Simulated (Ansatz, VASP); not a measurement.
# Zn4HO4 in VASP and in Ansatz

```xyz
9
Lattice="5.6099 0.0000 0.0000 0.0000 5.6099 0.0000 0.0000 0.0000 3.2790" Properties=species:S:1:pos:R:3 pbc="T T T"
Zn    1.0189    1.0189    1.6395
Zn    4.5910    4.5910    1.6395
Zn    3.8238    1.7860    0.0000
Zn    1.7860    3.8238    0.0000
O     4.5915    1.0184    1.6395
O     1.0184    4.5915    1.6395
O     3.8233    3.8233    0.0000
O     1.7866    1.7866    0.0000
H     5.6094    4.5910    1.2296
```

Alike in both runs: task single point; functional PBE; k mesh 4 × 4 × 8; occupations gaussian, width 0.05 eV; no spin polarisation.

|  | VASP | Ansatz |
| --- | --- | --- |
| version | VASP 6.6.1 | Ansatz 0.2.0 |
| potentials or method | VASP PAW PBE potentials, release 64 (Zn, O, H), cutoff 520 eV | scalar-relativistic, plane waves, PAW |
| valence electrons in the cell | 73 | 73 |

|  | VASP | Ansatz | Ansatz less VASP |
| --- | --- | --- | --- |
| gap on the k mesh at the Fermi level (eV) | none | none | - |
| pressure (GPa) | 19.2 | 17.9 | -1.24 |
| traceless stress, the component that is largest in VASP (GPa) | 18.76 | 18.13 | -0.635 |
| rms of the force components (eV/Å) | 4.921 | 4.795 | -0.1261 |

Atom by atom the forces differ by 0.134 eV/Å (rms over components). A gap of «none» marks a metal or a gap that the smearing closes.
